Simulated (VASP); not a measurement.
A run of VASP 6.6.1:

The input INCAR:

```
PREC = Accurate
ENCUT = 520
EDIFF = 1E-7
ISMEAR = 0
SIGMA = 0.05
LREAL = False
LASPH = True
NELM = 150
ALGO = Normal
ISIF = 2
LWAVE = False
LCHARG = True
MAGMOM = 0 0 0 0 0 0
LORBIT = 11
LSORBIT = True
GGA_COMPAT = False
LORBMOM = True
GGA = PS
LVHAR = True
NBANDS = 26
```

The input KPOINTS:

```
Automatic mesh
0
Gamma
  8 8 8
```

Contents of POSCAR:

```
NaI
1.0
    0.0000000000      3.2364007687      3.2364007687
    3.2364007687      0.0000000000      3.2364007687
    3.2364007687      3.2364007687      0.0000000000
Na I
1 1
Direct
    0.0000000000      0.0000000000      0.0000000000
    0.5000000000      0.5000000000      0.5000000000
```

Potentials or basis: VASP PAW PBE potentials, release 64 (Na_pv, I).

Run with:

```console
$ cat potpaw_PBE.64/Na_pv/POTCAR potpaw_PBE.64/I/POTCAR > POTCAR
$ mpirun -np 1 vasp_ncl > vasp.out
```

Hardware: 1 thread of Oxide Virtual Turin-like Processor, on a shared host.

Q: Estimate the wall time of this run.

A: Run time: 3.9 min on 1 thread of Oxide Virtual Turin-like Processor (shared host), peak memory 0.38 GiB. Counts: scf iterations 13, k points 29.
